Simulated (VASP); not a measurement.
Set up this calculation in VASP 6.6.1, as the native input.

| Property | Result |
| --- | --- |
| Task | single point |
| Functional | LDA |
| Potentials or basis | VASP PAW LDA potentials, release 64 (Al, N) |
| Cutoff | 520 eV |
| k mesh | 9 × 9 × 6 |
| Occupations | gaussian, width 0.05 eV |
| Spin | no spin polarisation |
| Dipole correction | no |
| Further INCAR settings | ALGO = Normal; EDIFF = 1e-06; NBANDS = 16 |

The structure of AlN lies in POSCAR:

```
AlN
1.0
    3.0887424016      0.0000000000      0.0000000000
   -1.5443712008      2.6749293856      0.0000000000
    0.0000000000      0.0000000000      4.9437688231
Al N
2 2
Direct
    0.3429784478      0.6859568955      0.0015212672
    0.6570215522      0.3140431045      0.5015212672
    0.3247266867      0.6494533735      0.3834787328
    0.6752733133      0.3505466265      0.8834787328
```

One way to write it, as run:

INCAR

```
SYSTEM = AlN
  ALGO = Normal
  EDIFF = 1E-6
  ENCUT = 520
  ISIF = 2
  ISMEAR = 0
  LASPH = .TRUE.
  LCHARG = .TRUE.
  LELF = .TRUE.
  LREAL = .FALSE.
  LVHAR = .TRUE.
  LWAVE = .FALSE.
  NBANDS = 16
  NELM = 80
  PREC = Accurate
  SIGMA = 0.05
```

KPOINTS

```
k-points
0
G
  9 9 6
  0 0 0
```

Potentials or basis: VASP PAW LDA potentials, release 64 (Al, N).

The run is started by

```console
$ cat potpaw_LDA.64/Al/POTCAR potpaw_LDA.64/N/POTCAR > POTCAR
$ mpirun -np 1 vasp_std > vasp.out
```

Results of the run:

```
Pressure               : 0.5 GPa
Largest force          : 0.308 eV/Å
Band gap on the k mesh : 4.39 eV, direct
```

It took 38 s on 1 thread of Intel(R) Xeon(R) 6975P-C (Granite Rapids) (shared host), peak memory 0.17 GiB.
